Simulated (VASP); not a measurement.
Runs of VASP 6.6.1 on Ta4Ti. The structure is that of space group Im-3m (No. 229), or close to it. The cells are those of the table. The cell was built from a structure type or drawn by symmetry, and may not be a known phase.

```csv
task,cell,k mesh,cutoff (eV),gap on the mesh (eV),pressure (GPa),relaxed volume (Å³/atom)
single point,"a = 4.740 Å, angles 109.5°, 5 atoms",4 × 4 × 4,520,none,48.1,-
relaxation of cell and atoms,"relaxed from a = 5.162 Å, angles 109.5°, 5 atoms",10 × 10 × 10,600,none,0.0,21.08
single point,"a = 5.156 Å, angles 109.5°, 5 atoms",10 × 10 × 10,520,none,(a),-
relaxation of cell and atoms,"relaxed from a = 4.740 Å, angles 109.5°, 5 atoms",4 × 4 × 4,600,none,0.0,21.18
single point,"a = 5.162 Å, angles 109.5°, 5 atoms",4 × 4 × 4,520,none,0.0,-
```

Alike in all rows: level PBE; potentials or basis VASP PAW PBE potentials, release 64 (Ti_sv, Ta_pv); no spin polarisation; smearing gaussian 0.1 eV.

Q: Estimate the missing entries.

A: (a) -0.1.

Caveats: some runs use coarse meshes; spin-orbit coupling is left out, which moves the levels of the heavy elements; the volume moved by over 15 % at a fixed basis, so the end points are rough (at least some runs).

A k mesh can miss the band edges, and the runs leave out spin-orbit coupling on Ta.

A gap of «none» marks levels without a gap at the run's occupations.
